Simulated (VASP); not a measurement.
# Fe (Im-3m) in VASP: settings compared, part 2 of 2

VASP 6.6.1.

**5. Single point, PBEsol, collinear spin, ferromagnetic start (volume scaled by 0.98)**

Input file INCAR:

```
SYSTEM = Fe
  PREC = Accurate
  ENCUT = 520
  EDIFF = 1E-7
  ISMEAR = -1
  SIGMA = 0.05
  LREAL = .False.
  LASPH = .True.
  NELM = 150
  ALGO = Normal
  ISIF = 2
  LWAVE = .False.
  LCHARG = .False.
  ISPIN = 2
  MAGMOM = 3
  LORBIT = 11
  LMAXMIX = 4
  GGA = PS
  NBANDS = 14
```

Input file KPOINTS:

```
Automatic mesh
0
Gamma
  13 13 13
  0 0 0
```

Input file POSCAR:

```
Fe
1.0
   -1.4333151444      1.4333151444      1.4333151444
    1.4333151444     -1.4333151444      1.4333151444
    1.4333151444      1.4333151444     -1.4333151444
Fe
1
Direct
    0.0000000000      0.0000000000      0.0000000000
```

Potentials or basis: VASP PAW PBE potentials, release 64 (Fe).

Started as:

```sh
$ cat potpaw_PBE.64/Fe/POTCAR > POTCAR
$ mpirun -np 1 vasp_std > vasp.out
```

OUTCAR:

```text
SYSTEM = Fe
   PREC = Accurate
   ENCUT = 520
   EDIFF = 1E-7
   ISMEAR = -1
   LREAL = .False.
   LASPH = .True.
   NELM = 150
   ISIF = 2
   ISPIN = 2
   LORBIT = 11
   GGA = PS

 ion  position               nearest neighbor table
   1  0.000  0.000  0.000-

  LATTYP: Found a body centered cubic cell.
 ALAT       =     2.8666302888

  Lattice vectors:

 A1 = (  -1.4333151444,   1.4333151444,   1.4333151444)
 A2 = (   1.4333151444,  -1.4333151444,   1.4333151444)
 A3 = (   1.4333151444,   1.4333151444,  -1.4333151444)

Analysis of symmetry for initial positions (statically):
=====================================================================
 Subroutine PRICEL returns:
 Original cell was already a primitive cell.

 Routine SETGRP: Setting up the symmetry group for a
 body centered cubic supercell.

 Subroutine GETGRP returns: Found 48 space group operations
 (whereof 48 operations were pure point group operations)
 out of a pool of 48 trial point group operations.

The static configuration has the point symmetry O_h .

Analysis of symmetry for dynamics (positions and initial velocities):
=====================================================================
[... 598 lines left out ...]
      7      29.7601      0.00000
      8      29.7601      0.00000
      9      29.7601      0.00000
     10      35.0297      0.00000
     11      35.0297      0.00000
     12      37.5496      0.00000
     13      37.5496      0.00000
     14      37.5496      0.00000
[... 379 lines left out ...]
      3       4.2759      1.00000
      4       6.7384      0.00000
      5       7.0324      0.00000
      6       7.3999      0.00000
      7      19.1067      0.00000
      8      22.8092      0.00000
      9      24.7758      0.00000
     10      31.6659      0.00000
     11      35.9746      0.00000
     12      37.9457      0.00000
     13      39.8540      0.00000
     14      43.3270      0.00000

 [... further k-points ...]
[... 5 lines left out ...]
  --------------------------------------------------------------------------------------
  -------------------------------------------------------------------------------------
  Total       -1.1338367     -1.1338367     -1.1338367      0.0000000     -0.0000000     -0.0000000
  in kB     -154.2325539   -154.2325539   -154.2325539      0.0000000     -0.0000000     -0.0000000
  external PRESSURE =    -154.2325539 kB  Pullay stress =       0.0000000 kB

 VOLUME and BASIS-vectors are now :
 -----------------------------------------------------------------------------
  energy-cutoff  :      520.00
  volume of cell :       11.78
      direct lattice vectors                 reciprocal lattice vectors
    -1.433315144  1.433315144  1.433315144     0.000000000  0.348841636  0.348841636
     1.433315144 -1.433315144  1.433315144     0.348841636  0.000000000  0.348841636
     1.433315144  1.433315144 -1.433315144     0.348841636  0.348841636  0.000000000

 POSITION                                       TOTAL-FORCE (eV/Angst)
 -----------------------------------------------------------------------------------
      0.00000      0.00000      0.00000        -0.000000      0.000000      0.000000
 -----------------------------------------------------------------------------------
    total drift:                                0.000000      0.000000      0.000000

  FREE ENERGIE OF THE ION-ELECTRON SYSTEM (eV)
  ---------------------------------------------------
  free  energy   TOTEN  =        -8.8688996143 eV

  energy  without entropy=       -8.8587422598  energy(sigma->0) =       -8.86382094

 total charge

# of ion       s       p       d       tot
------------------------------------------
    1        0.475   0.512   6.212   7.199

 magnetization (x)

# of ion       s       p       d       tot
------------------------------------------
    1       -0.014  -0.053   2.286   2.219
```

OSZICAR:

```text
N       E                     dE             d eps       ncg     rms          rms(c)
DAV:   1     0.218607784921E+02    0.21861E+02   -0.38325E+03  5070   0.689E+02
DAV:   2    -0.905106128609E+01   -0.30912E+02   -0.28342E+02  5172   0.128E+02
DAV:   3    -0.996562654183E+01   -0.91457E+00   -0.90989E+00  5672   0.232E+01
DAV:   4    -0.996861450482E+01   -0.29880E-02   -0.29877E-02  5442   0.119E+00
DAV:   5    -0.996862955804E+01   -0.15053E-04   -0.15053E-04  5772   0.872E-02    0.117E+01
DAV:   6    -0.897640247441E+01    0.99223E+00   -0.11825E+01  5820   0.394E+01    0.607E+00
DAV:   7    -0.888498524366E+01    0.91417E-01   -0.84353E-01  5736   0.101E+01    0.337E+00
DAV:   8    -0.887691387768E+01    0.80714E-02   -0.68636E-03  5568   0.470E-01    0.128E+00
DAV:   9    -0.886914252784E+01    0.77713E-02   -0.75774E-03  6264   0.403E-01    0.312E-01
DAV:  10    -0.886885825722E+01    0.28427E-03   -0.34455E-04  5760   0.250E-01    0.718E-02
DAV:  11    -0.886889849955E+01   -0.40242E-04   -0.13545E-04  5568   0.101E-01    0.411E-02
DAV:  12    -0.886889934128E+01   -0.84172E-06   -0.48827E-06  5424   0.201E-02    0.166E-02
DAV:  13    -0.886890079302E+01   -0.14517E-05   -0.19387E-06  5618   0.112E-02    0.117E-02
DAV:  14    -0.886889961171E+01    0.11813E-05   -0.58666E-07  5604   0.738E-03    0.158E-03
DAV:  15    -0.886889961428E+01   -0.25721E-08   -0.15526E-08  2640   0.105E-03
   1 F= -.88688996E+01 E0= -.88638209E+01  d E =-.101574E-01  mag=     2.2213
```

Wall time 37 s (1 thread of Intel Xeon Platinum 8259CL at 2.50GHz (Skylake/Cascade Lake), shared host); peak memory 0.14 GiB.

What came out:

```
Free energy                                           : -8.8689 eV
Pressure                                              : -15.4 GPa
Net moment                                            : 2.22 μB per cell
Site moments                                          : Fe +2.22 μB
Valence electrons inside the program's atomic spheres : Fe 7.20
```

Caveat: the cell differs from its parent crystal (volume scaled by 0.98); the PAW data sets were made with another functional, which shifts forces and pressure a little.

**6. Single point, PBE+D3(BJ), collinear spin, ferromagnetic start**

This run uses another cell than the first one, of 12.02 Å³/atom, 1.089 times its volume.

Input file INCAR:

```
SYSTEM = Fe
  PREC = Accurate
  ENCUT = 520
  EDIFF = 1E-7
  ISMEAR = -1
  SIGMA = 0.05
  LREAL = .FALSE.
  LASPH = .TRUE.
  NELM = 150
  ALGO = Normal
  ISIF = 2
  LWAVE = .FALSE.
  LCHARG = .FALSE.
  ISPIN = 2
  MAGMOM = 3
  LORBIT = 11
  LMAXMIX = 4
  GGA = PE
  IVDW = 12
  NBANDS = 14
```

Input file KPOINTS:

```
Automatic mesh
0
G
  13 13 13
  0 0 0
```

Input file POSCAR:

```
Fe
1.0
   -1.4430000000      1.4430000000      1.4430000000
    1.4430000000     -1.4430000000      1.4430000000
    1.4430000000      1.4430000000     -1.4430000000
Fe
1
Direct
    0.0000000000      0.0000000000      0.0000000000
```

Potentials or basis: VASP PAW PBE potentials, release 64 (Fe).

Started as:

```sh
$ cat potpaw_PBE.64/Fe/POTCAR > POTCAR
$ mpirun -np 1 vasp_std > vasp.out
```

Wall time 49 s (1 thread of Intel Xeon Platinum 8259CL at 2.50GHz (Skylake/Cascade Lake), shared host); peak memory 0.15 GiB.

It converged, with:

```yaml
Free_energy: -8.5585 eV
Pressure: -13.8 GPa
Net_moment: 2.28 μB per cell
Site_moments: Fe +2.29 μB
Valence_electrons_inside_the_program's_atomic_spheres: Fe 7.16
Dispersion_energy_per_atom: -0.337 eV
```

Levels at points of the mesh, in eV from the Fermi level:
Spin up:
```tsv
k point	band 1	band 2	band 3	band 4	band 5	band 6	band 7	band 8	band 9	band 10
(0.00, 0.00, 0.00)	-8.07	-2.19	-2.19	-2.19	-1.07	-1.07	24.51	24.51	24.51	29.24
```
Spin down:
```tsv
k point	band 1	band 2	band 3	band 4	band 5	band 6	band 7
(0.00, 0.00, 0.00)	-7.92	-0.17	-0.17	-0.17	1.75	1.75	24.22
```

Caveat: three body term missing; pairwise dispersion overbinds metals, which lowers pressure and volume.

**7. Overview**

| level | cell | gap on the mesh (eV) | pressure (GPa) | moment (μB) |
| --- | --- | --- | --- | --- |
| PBE+D4 | a = 2.429 Å, angles 109.5°, 1 atom | none | -0.1 | 2.10 |
| PBE | a = 2.448 Å, angles 109.5°, 1 atom | none | 0.0 | 2.13 |
| PBEsol | a = 2.448 Å, angles 109.5°, 1 atom | none | -9.3 | 2.13 |
| PBEsol | a = 2.483 Å, angles 109.5°, 1 atom | none | -15.4 | 2.22 |
| PBE+D3(BJ) | a = 2.499 Å, angles 109.5°, 1 atom | none | -13.8 | 2.28 |

Alike in all rows: task single point; potentials or basis VASP PAW PBE potentials, release 64 (Fe); spin collinear, ferromagnetic start; k mesh 13 × 13 × 13; cutoff (eV) 520; smearing fermi-dirac 0.05 eV.

Caveats: pairwise dispersion overbinds metals, which lowers pressure and volume (some runs); the PAW data sets were made with another functional, which shifts forces and pressure a little (some runs); three body term missing (some runs).

Total energies depend on the potentials used, so only differences within one code and one set of settings carry meaning.
